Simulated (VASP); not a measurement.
# VMoS4 (P-6m2) in VASP: notebook

VMoS4 is run at these levels: PBE; tasks: single point.

Program: VASP 6.6.1. These are calculated values, not measurements. Logs are shortened: lines on timing, memory, paths and dates and some standing lists are left out, and cuts for length are marked.

### 1 The cell of the first run

It takes space group P-6m2 (No. 187, hexagonal). Conventional cell: a = 3.179 Å, b = 3.179 Å, c = 13.978 Å, α = 90.00°, β = 90.00°, γ = 120.00°. Within 3.2 Å of V (site symmetry -6m2) lie 6 S at 2.36 Å and 6 V at 3.18 Å. Within 3.2 Å of Mo (site symmetry -6m2) lie 6 S at 2.41 Å and 6 Mo at 3.18 Å. Within 3.2 Å of S (site symmetry 3m) lie 3 Mo at 2.41 Å and 7 S at 3.13 to 3.18 Å. Within 3.2 Å of S (site symmetry 3m) lie 3 V at 2.36 Å and 7 S at 2.98 to 3.18 Å.

### 2 Single point, PBE, collinear spin, ferromagnetic start

Contents of INCAR:

```
PREC     = Accurate       # precision mode
ENCUT    = 520            # plane-wave cutoff, eV
EDIFF    = 1E-6           # SCF threshold, eV
ISMEAR   = 0              # smearing method
SIGMA    = 0.1            # smearing width, eV
LREAL    = False          # projectors in reciprocal space
LASPH    = True           # aspherical terms in the spheres
NELM     = 150            # most SCF steps
ALGO     = Normal         # electronic algorithm
ISIF     = 2              # what is computed and relaxed
LWAVE    = False          # write WAVECAR
LCHARG   = True           # write CHGCAR
ISPIN    = 2              # spin polarisation
MAGMOM   = 2 1 0 0 0 0    # initial moments
LORBIT   = 11             # projections on sites
LMAXMIX  = 4              # l up to which the mixer works
GGA      = PE             # functional
LELF     = True           # ELF
LVHAR    = True         
NBANDS   = 38             # bands
```

Contents of KPOINTS:

```
Automatic mesh
0
Gamma
  6 6 2
```

Contents of POSCAR:

```
VMoS4
1.0
    3.1785953294      0.0000000028      0.0000000000
   -1.5892976671      2.7527443022      0.0000000000
    0.0000000000      0.0000000000     13.9779028499
V Mo S
1 1 4
Direct
    0.6666666667      0.3333333333      0.0000000000
    0.3333333333      0.6666666667      0.5000000000
    0.6666666667      0.3333333333      0.3880916988
    0.3333333333      0.6666666667      0.1064474649
    0.6666666667      0.3333333333      0.6119083012
    0.3333333333      0.6666666667      0.8935525351
```

Potentials or basis: VASP PAW PBE potentials, release 64 (V_sv, Mo_sv, S).

The run is started by

```
> cat potpaw_PBE.64/V_sv/POTCAR potpaw_PBE.64/Mo_sv/POTCAR potpaw_PBE.64/S/POTCAR > POTCAR
> mpirun -np 1 vasp_std > vasp.out
```

OUTCAR:

```text
PREC = Accurate
   ENCUT = 520
   EDIFF = 1E-6
   ISMEAR = 0
   LREAL = False
   LASPH = True
   NELM = 150
   ISIF = 2
   ISPIN = 2
   LORBIT = 11
   GGA = PE

 ion  position               nearest neighbor table
   1  0.667  0.333  0.000-   4 2.36   6 2.36   4 2.36   6 2.36   4 2.36   6 2.36
   2  0.333  0.667  0.500-   3 2.41   5 2.41   3 2.41   5 2.41   3 2.41   5 2.41
   3  0.667  0.333  0.388-   2 2.41   2 2.41   2 2.41
   4  0.333  0.667  0.106-   1 2.36   1 2.36   1 2.36
   5  0.667  0.333  0.612-   2 2.41   2 2.41   2 2.41
   6  0.333  0.667  0.894-   1 2.36   1 2.36   1 2.36

  LATTYP: Found a hexagonal cell.
 ALAT       =     3.1785953294
 C/A-ratio  =     4.3975094032

  Lattice vectors:

 A1 = (   3.1785953294,   0.0000000028,   0.0000000000)
 A2 = (  -1.5892976671,   2.7527443022,   0.0000000000)
 A3 = (   0.0000000000,   0.0000000000,  13.9779028499)

Analysis of symmetry for initial positions (statically):
=====================================================================
 Subroutine PRICEL returns:
 Original cell was already a primitive cell.

 Routine SETGRP: Setting up the symmetry group for a
 hexagonal supercell.

 Subroutine GETGRP returns: Found 12 space group operations
 (whereof 12 operations were pure point group operations)
 out of a pool of 24 trial point group operations.

The static configuration has the point symmetry D_3h.

Analysis of symmetry for dynamics (positions and initial velocities):
=====================================================================
 Subroutine PRICEL returns:
 Original cell was already a primitive cell.

 Routine SETGRP: Setting up the symmetry group for a
 hexagonal supercell.

 Subroutine GETGRP returns: Found 12 space group operations
 (whereof 12 operations were pure point group operations)
 out of a pool of 24 trial point group operations.

The dynamic configuration has the point symmetry D_3h.

Analysis of structural, dynamic, and magnetic symmetry:
=====================================================================
 Subroutine PRICEL returns:
 Original cell was already a primitive cell.

 Routine SETGRP: Setting up the symmetry group for a
 hexagonal supercell.

 Subroutine GETGRP returns: Found 12 space group operations
 (whereof 12 operations were pure point group operations)
[... 129 lines left out ...]
   LRPA    =     F    only Hartree local field effects (RPA)
 spin polarized calculation
 Gauss-broadening in eV      SIGMA  =   0.10
  energy-cutoff  :      520.00
  volume of cell :      122.30
 maximum number of plane-waves:      3310
 NGX is ok and might be reduce to    24
   NGX = 11   NGY = 11   NGZ = 51

 number of electron      51.0000013 magnetization       0.9219543

 Free energy of the ion-electron system (eV)
  ---------------------------------------------------
  ext. energy  EPLUGINS =         0.00000000
  ---------------------------------------------------
  free energy    TOTEN  =       -41.73966589 eV

  energy without entropy =      -41.73340014  energy(sigma->0) =      -41.73653302

 E-fermi :   4.8149     XC(G=0):  -9.6574

 val. band max:        4.7498913211   @ k =   0.0000   0.0000   0.5000
 cond. band min:       4.8759188421   @ k =   0.5000   0.0000   0.0000
 fundamental gap:      0.1260275209
 Fermi energy:         4.8148825248

 spin component 1

 k-point     1 :       0.0000    0.0000    0.0000
  band No.  band energies     occupation
      1     -59.9846      1.00000
      2     -56.2137      1.00000
      3     -33.8074      1.00000
      4     -33.8074      1.00000
      5     -33.7460      1.00000
      6     -30.3591      1.00000
[... 549 lines left out ...]
     36      11.8909      0.00000
     37      12.2437      0.00000
 Fermi energy:         4.8148825248

 spin component 2

 k-point     1 :       0.0000    0.0000    0.0000
  band No.  band energies     occupation
      1     -59.1279      1.00000
      2     -56.2151      1.00000
      3     -32.9478      1.00000
      4     -32.9300      1.00000
      5     -32.9300      1.00000
      6     -30.3620      1.00000
[... 549 lines left out ...]
     36      11.8933      0.00000
     37      12.3304      0.00000
 [bands above 37 left out]

------------------------ aborting loop because EDIFF is reached ----------------------------------------

  FORCE on cell =-STRESS in cart. coord.  units (eV):
  Direction    XX          YY          ZZ          XY          YZ          ZX
  --------------------------------------------------------------------------------------
  -------------------------------------------------------------------------------------
  Total        0.2478369      0.2478369      0.0005415      0.0000000     -0.0000000      0.0000000
  in kB        3.2466345      3.2466345      0.0070937      0.0000000     -0.0000000      0.0000000
  external PRESSURE =       2.1667876 kB  Pullay stress =       0.0000000 kB

 VOLUME and BASIS-vectors are now :
 -----------------------------------------------------------------------------
  energy-cutoff  :      520.00
  volume of cell :      122.30
      direct lattice vectors                 reciprocal lattice vectors
     3.178595329  0.000000003  0.000000000     0.314604376  0.181636921  0.000000000
    -1.589297667  2.752744302  0.000000000    -0.000000000  0.363273842  0.000000000
     0.000000000  0.000000000 13.977902850     0.000000000  0.000000000  0.071541490

 POSITION                                       TOTAL-FORCE (eV/Angst)
 -----------------------------------------------------------------------------------
      1.58930      0.91758      0.00000         0.000000     -0.000000     -0.000000
     -0.00000      1.83516      6.98895        -0.000000      0.000000     -0.000000
      1.58930      0.91758      5.42471        -0.000000      0.000000      0.011734
     -0.00000      1.83516      1.48791        -0.000000      0.000000      0.018424
      1.58930      0.91758      8.55319        -0.000000     -0.000000     -0.011734
     -0.00000      1.83516     12.48999        -0.000000      0.000000     -0.018424
 -----------------------------------------------------------------------------------
    total drift:                               -0.000000      0.000000      0.000000

  FREE ENERGIE OF THE ION-ELECTRON SYSTEM (eV)
  ---------------------------------------------------
  free  energy   TOTEN  =       -41.7396658926 eV

  energy  without entropy=      -41.7334001424  energy(sigma->0) =      -41.73653302

 total charge

# of ion       s       p       d       tot
------------------------------------------
    1        2.247   6.243   3.051  11.541
    2        2.289   6.217   3.932  12.438
    3        1.364   2.337   0.000   3.700
    4        1.365   2.339   0.000   3.703
    5        1.364   2.337   0.000   3.700
    6        1.365   2.339   0.000   3.703
--------------------------------------------------
tot          9.993  21.810   6.983  38.786

 magnetization (x)

# of ion       s       p       d       tot
------------------------------------------
    1        0.011   0.013   0.847   0.870
    2       -0.000  -0.000  -0.002  -0.002
    3        0.000  -0.000   0.000  -0.000
    4       -0.001  -0.039   0.000  -0.040
    5        0.000  -0.000   0.000  -0.000
    6       -0.001  -0.039   0.000  -0.040
--------------------------------------------------
tot          0.009  -0.066   0.845   0.788
```

Run time: 5.8 min. Hardware: 1 thread of AMD EPYC 7R43 (Zen 3), shared host; peak memory 0.3 GiB.

What came out:

| Quantity | Value |
| --- | --- |
| Free energy | -41.7397 eV |
| Pressure | 0.2 GPa |
| Largest force | 0.018 eV/Å |
| Net moment | 0.92 μB per cell |
| Site moments | V +0.87; Mo -0.00; S -0.00, -0.04 (each value once) μB |
| Valence electrons inside the program's atomic spheres | V 11.54; Mo 12.44; S 3.70 |

Forces in eV/Å, atoms in the order of the input:
```
V    0.000  0.000  0.000
Mo   0.000  0.000  0.000
S    0.000  0.000  0.012
S    0.000  0.000  0.018
S    0.000  0.000 -0.012
S    0.000  0.000 -0.018
```

Caveat: the k points lie up to 0.38 Å⁻¹ apart; this functional lacks dispersion, which binds layers or chains, so the pressure and a relaxed spacing across them are unreliable. With open d or f shells a metallic result of PBE can be an artefact of self-interaction; +U or a hybrid may open a gap.

### 3 Single point, PBE, collinear spin, ferromagnetic start

This run uses another cell than the first one, of 21.05 Å³/atom.

Contents of INCAR:

```
PREC = Accurate
ENCUT = 520
EDIFF = 1E-6
ISMEAR = 0
SIGMA = 0.1
LREAL = False
LASPH = True
NELM = 150
ALGO = Normal
ISIF = 2
LWAVE = False
LCHARG = False
ISPIN = 2
MAGMOM = 2 1 0 0 0 0
LORBIT = 11
LMAXMIX = 4
GGA = PE
NBANDS = 38
```

Contents of KPOINTS:

```
regular mesh
0
Gamma
  6 6 2
```

Contents of POSCAR:

```
VMoS4
1.0
    3.2647130300      0.0000000000      0.0000000000
   -1.6323565200      2.8273244200      0.0000000000
    0.0000000000      0.0000000000     13.6820290300
V Mo S
1 1 4
Direct
    0.6666666700      0.3333333300      0.0000000000
    0.3333333300      0.6666666700      0.5000000000
    0.6666666700      0.3333333300      0.3830819700
    0.3333333300      0.6666666700      0.1169180300
    0.6666666700      0.3333333300      0.6169180300
    0.3333333300      0.6666666700      0.8830819700
```

Potentials or basis: VASP PAW PBE potentials, release 64 (V_sv, Mo_sv, S).

The run is started by

```
> cat potpaw_PBE.64/V_sv/POTCAR potpaw_PBE.64/Mo_sv/POTCAR potpaw_PBE.64/S/POTCAR > POTCAR
> mpirun -np 1 vasp_std > vasp.out
```

OUTCAR:

```text
PREC = Accurate
   ENCUT = 520
   EDIFF = 1E-6
   ISMEAR = 0
   LREAL = False
   LASPH = True
   NELM = 150
   ISIF = 2
   ISPIN = 2
   LORBIT = 11
   GGA = PE

 ion  position               nearest neighbor table
   1  0.667  0.333  0.000-   4 2.47   6 2.47   4 2.47   6 2.47   4 2.47   6 2.47
   2  0.333  0.667  0.500-   3 2.47   5 2.47   3 2.47   5 2.47   3 2.47   5 2.47
   3  0.667  0.333  0.383-   2 2.47   2 2.47   2 2.47
   4  0.333  0.667  0.117-   1 2.47   1 2.47   1 2.47
   5  0.667  0.333  0.617-   2 2.47   2 2.47   2 2.47
   6  0.333  0.667  0.883-   1 2.47   1 2.47   1 2.47

  LATTYP: Found a hexagonal cell.
 ALAT       =     3.2647130300
 C/A-ratio  =     4.1908825996

  Lattice vectors:

 A1 = (   3.2647130300,   0.0000000000,   0.0000000000)
 A2 = (  -1.6323565200,   2.8273244200,   0.0000000000)
 A3 = (   0.0000000000,   0.0000000000,  13.6820290300)

Analysis of symmetry for initial positions (statically):
=====================================================================
 Subroutine PRICEL returns:
 Original cell was already a primitive cell.

[... 1319 lines left out ...]
  Total       -6.0438008     -6.0438008     -8.8852287      0.0000000     -0.0000000      0.0000000
  in kB      -76.6742543    -76.6742543   -112.7218299      0.0000001     -0.0000000      0.0000000
  external PRESSURE =     -88.6901128 kB  Pullay stress =       0.0000000 kB

 VOLUME and BASIS-vectors are now :
 -----------------------------------------------------------------------------
  energy-cutoff  :      520.00
  volume of cell :      126.29
      direct lattice vectors                 reciprocal lattice vectors
     3.264713030  0.000000000  0.000000000     0.306305636  0.176845642  0.000000000
    -1.632356520  2.827324420  0.000000000     0.000000000  0.353691282  0.000000000
     0.000000000  0.000000000 13.682029030     0.000000000  0.000000000  0.073088575

 POSITION                                       TOTAL-FORCE (eV/Angst)
 -----------------------------------------------------------------------------------
      1.63236      0.94244      0.00000         0.000000     -0.000000      0.000000
     -0.00000      1.88488      6.84101         0.000000      0.000000      0.000000
      1.63236      0.94244      5.24134        -0.000000      0.000000      1.067362
     -0.00000      1.88488      1.59968        -0.000000      0.000000     -1.759173
      1.63236      0.94244      8.44069        -0.000000      0.000000     -1.067362
     -0.00000      1.88488     12.08235        -0.000000      0.000000      1.759173
 -----------------------------------------------------------------------------------
    total drift:                                0.000000     -0.000000      0.000000

  FREE ENERGIE OF THE ION-ELECTRON SYSTEM (eV)
  ---------------------------------------------------
  free  energy   TOTEN  =       -41.3277961518 eV

  energy  without entropy=      -41.3251447457  energy(sigma->0) =      -41.32647045

 total charge

# of ion       s       p       d       tot
------------------------------------------
    1        2.219   6.184   2.926  11.328
    2        2.268   6.183   3.816  12.267
    3        1.364   2.301   0.000   3.664
    4        1.367   2.282   0.000   3.649
    5        1.364   2.301   0.000   3.664
    6        1.367   2.282   0.000   3.649
--------------------------------------------------
tot          9.948  21.533   6.741  38.222

 magnetization (x)

# of ion       s       p       d       tot
------------------------------------------
    1        0.011   0.013   1.002   1.027
    2       -0.000  -0.000  -0.003  -0.003
    3       -0.000  -0.000   0.000  -0.000
    4       -0.002  -0.077   0.000  -0.079
    5       -0.000  -0.000   0.000  -0.000
    6       -0.002  -0.077   0.000  -0.079
--------------------------------------------------
tot          0.007  -0.142   0.999   0.865
```

OSZICAR:

```text
N       E                     dE             d eps       ncg     rms          rms(c)
DAV:   1     0.469937239832E+03    0.46994E+03   -0.27415E+04  2352   0.126E+03
DAV:   2    -0.162646062653E+02   -0.48620E+03   -0.46346E+03  2440   0.345E+02
[... 14 lines left out ...]
DAV:  17    -0.413279886376E+02    0.34676E-03   -0.25537E-04  2826   0.102E-01    0.715E-02
DAV:  18    -0.413278387539E+02    0.14988E-03   -0.16114E-04  2832   0.704E-02    0.391E-02
DAV:  19    -0.413278096034E+02    0.29151E-04   -0.51851E-05  2644   0.323E-02    0.258E-02
DAV:  20    -0.413277942706E+02    0.15333E-04   -0.48097E-05  2696   0.491E-02    0.139E-02
DAV:  21    -0.413277958543E+02   -0.15837E-05   -0.11060E-05  2144   0.153E-02    0.619E-03
DAV:  22    -0.413277961518E+02   -0.29749E-06   -0.55427E-07  1522   0.398E-03
   1 F= -.41327796E+02 E0= -.41326470E+02  d E =-.265141E-02  mag=     0.9808
```

stdout:

```text
POSCAR found type information on POSCAR V MoS
 POSCAR found :  3 types and       6 ions
 scaLAPACK will be used
 LDA part: xc-table for (Slater+PW92), standard interpolation
 POSCAR, INCAR and KPOINTS ok, starting setup
 FFT: planning ... GRIDC
 FFT: planning ... GRID_SOFT
 FFT: planning ... GRID
 WAVECAR not read
 entering main loop
```

Wall time 4.7 min (1 thread of AMD EPYC 7R43 (Zen 3), shared host); peak memory 0.31 GiB.

What came out:

```
Free energy                                           : -41.3278 eV
Pressure                                              : -8.9 GPa
Largest force                                         : 1.759 eV/Å
Band gap on the k mesh                                : 0.10 eV (least direct gap 0.75 eV)
Net moment                                            : 0.98 μB per cell
Site moments                                          : V +1.03; Mo -0.00; S -0.00, -0.08 (each value once) μB
Valence electrons inside the program's atomic spheres : V 11.33; Mo 12.27; S 3.66, 3.65 (each value once)
```

Forces in eV/Å, atoms in the order of the input:
```
V    0.000  0.000  0.000
Mo   0.000  0.000  0.000
S    0.000  0.000  1.067
S    0.000  0.000 -1.759
S    0.000  0.000 -1.067
S    0.000  0.000  1.759
```

Stress tensor (GPa, compression positive):
```
 -7.67   0.00   0.00
  0.00  -7.67   0.00
  0.00   0.00 -11.27
```

Caveat: the cell stands under tension; this functional lacks dispersion, which binds layers or chains, so the pressure and a relaxed spacing across them are unreliable; forces of over 1 eV/Å act on the atoms, so gaps and moduli don't describe the material at rest. A k mesh can miss the band edges.

The gap in the log of VASP goes by the Fermi energy; the results here count the filled bands.